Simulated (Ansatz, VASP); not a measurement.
One calculation of LiNbO3, two programs

File INCAR:

```
SYSTEM = LiNbO3
PREC = Accurate
ENCUT = 650
EDIFF = 1E-8
ISMEAR = 0
SIGMA = 0.01
LREAL = .False.
LASPH = .True.
NELM = 120
ALGO = Normal
ISIF = 2
LWAVE = .False.
LCHARG = .False.
GGA = PE
LEFG = .True.
NBANDS = 45
GGA_COMPAT = .False.
```

Contents of KPOINTS:

```
regular mesh
0
Gamma
  6 6 6
  0 0 0
```

POSCAR

```
LiNbO3
1.0
    2.5948980084      1.4981650637      4.6718459879
   -2.5948980084      1.4981650637      4.6718459879
    0.0000000000     -2.9963301273      4.6718459879
Li Nb O
2 2 6
Direct
    0.2816558793      0.2816558793      0.2816558793
    0.7816558793      0.7816558793      0.7816558793
    0.0004443669      0.0004443669      0.0004443669
    0.5004443669      0.5004443669      0.5004443669
    0.1105519693      0.3580358663      0.7211269181
    0.7211269181      0.1105519693      0.3580358663
    0.3580358663      0.7211269181      0.1105519693
    0.2211269181      0.8580358663      0.6105519693
    0.8580358663      0.6105519693      0.2211269181
    0.6105519693      0.2211269181      0.8580358663
```

Input for Ansatz:

```yaml
crystal:
  lattice:
    - [2.5948980084, 1.4981650637, 4.6718459879]
    - [-2.5948980084, 1.4981650637, 4.6718459879]
    - [0.0, -2.9963301273, 4.6718459879]
  atoms:
    - { symbol: Li, position: [0.2816558793, 0.2816558793, 0.2816558793] }
    - { symbol: Li, position: [0.7816558793, 0.7816558793, 0.7816558793] }
    - { symbol: Nb, position: [0.0004443669, 0.0004443669, 0.0004443669] }
    - { symbol: Nb, position: [0.5004443669, 0.5004443669, 0.5004443669] }
    - { symbol: O, position: [0.1105519693, 0.3580358663, 0.7211269181] }
    - { symbol: O, position: [0.7211269181, 0.1105519693, 0.3580358663] }
    - { symbol: O, position: [0.3580358663, 0.7211269181, 0.1105519693] }
    - { symbol: O, position: [0.2211269181, 0.8580358663, 0.6105519693] }
    - { symbol: O, position: [0.8580358663, 0.6105519693, 0.2211269181] }
    - { symbol: O, position: [0.6105519693, 0.2211269181, 0.8580358663] }
basis:
  ecutwfc: 420
kpoints:
  mp_grid: { grid: [6, 6, 6] }
hamiltonian:
  xc: pbe
scf:
  occupations: { method: fixed }
output:
  forces: true
  stress: true
  eigenvalues: true
  efg: {}
  polarization: {}
checkpoint:
  read: start.run
  write: ck
  compress: false
  write_wavefunctions: false
  write_every: 100000
```

Alike in both runs: task electric field gradients; functional PBE; k mesh 6 × 6 × 6; no spin polarisation.

|  | VASP | Ansatz |
| --- | --- | --- |
| version | VASP 6.6.1 | Ansatz 0.2.0 |
| potentials or method | VASP PAW PBE potentials, release 64 (Li_sv, Nb_sv, O), cutoff 650 eV | scalar-relativistic, plane waves, PAW |
| occupations | gaussian, width 0.01 eV | fixed |
| valence electrons in the cell | 68 | 68 |

Ansatz gave:

| Property | Result |
| --- | --- |
| gap on the k mesh at the Fermi level (eV) | 3.57 |
| least direct gap on the mesh (eV) | 3.59 |
| pressure (GPa) | 0.0 |
| rms of the force components (eV/Å) | 0.000 |
| size of Vzz on the site where it differs most (V/Å²) | 31.1 |

Q: Which values does VASP return?

A: gap on the k mesh at the Fermi level (eV): 3.56; least direct gap on the mesh (eV): 3.58; pressure (GPa): -0.6; rms of the force components (eV/Å): 0.007; size of Vzz on the site where it differs most (V/Å²): 32.0.

Atom by atom the forces differ by 0.007 eV/Å (rms over components).
